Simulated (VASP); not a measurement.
Input of a VASP 6.6.1 run:

The input INCAR:

```
ALGO     = Normal         # electronic algorithm
EDIFF    = 1E-6           # SCF threshold, eV
EDIFFG   = -0.04          # ionic threshold
ENCUT    = 600            # plane-wave cutoff, eV
GGA      = PE             # functional
IBRION   = 2              # ionic algorithm
ISIF     = 3              # what is computed and relaxed
ISMEAR   = 0              # smearing method
LASPH    = T              # aspherical terms in the spheres
LCHARG   = F              # write CHGCAR
LREAL    = F              # projectors in reciprocal space
LWAVE    = F              # write WAVECAR
NELM     = 100            # most SCF steps
NSW      = 90             # ionic steps
PREC     = Accurate       # precision mode
SIGMA    = 0.1            # smearing width, eV
```

The input KPOINTS:

```
k-points
0
Gamma
  4 4 4
```

The input POSCAR:

```
MgBe2I6
1.0
    3.7419131300      2.1603945600      6.1105185600
   -3.7419131300      2.1603945600      6.1105185600
    0.0000000000     -4.3207891100      6.1105185600
Mg Be I
1 2 6
Direct
    0.0000000000      0.0000000000      0.0000000000
    0.7500000000      0.7500000000      0.7500000000
    0.2500000000      0.2500000000      0.2500000000
    0.2466403100      0.6877921400      0.8189272400
    0.6877921400      0.8189272400      0.2466403100
    0.8189272400      0.2466403100      0.6877921400
    0.7533596900      0.3122078600      0.1810727600
    0.3122078600      0.1810727600      0.7533596900
    0.1810727600      0.7533596900      0.3122078600
```

Potentials or basis: VASP PAW PBE potentials, release 64 (Mg, Be, I).

Run with:

```sh
$ cat potpaw_PBE.64/Mg/POTCAR potpaw_PBE.64/Be/POTCAR potpaw_PBE.64/I/POTCAR > POTCAR
$ mpirun -np 1 vasp_std > vasp.out
```

Task: What does it give for the relaxed cell?

Result: a = 8.926 Å, b = 8.926 Å, c = 8.926 Å, α = 47.74°, β = 47.74°, γ = 47.74°.

Task: What does it give for the relaxed volume?

Result: 39.64 Å³/atom.

Forces on the atoms (eV/Å):
```
Mg   0.000  0.000  0.000
Be   0.000  0.000  0.009
Be   0.000  0.000 -0.009
I   -0.017  0.020  0.029
I    0.026  0.005  0.029
I   -0.008 -0.025  0.029
I    0.017 -0.020 -0.029
I   -0.026 -0.005 -0.029
I    0.008  0.025 -0.029
```

Caveat: the volume moved by over 15 % at a fixed basis, so the end points are rough.
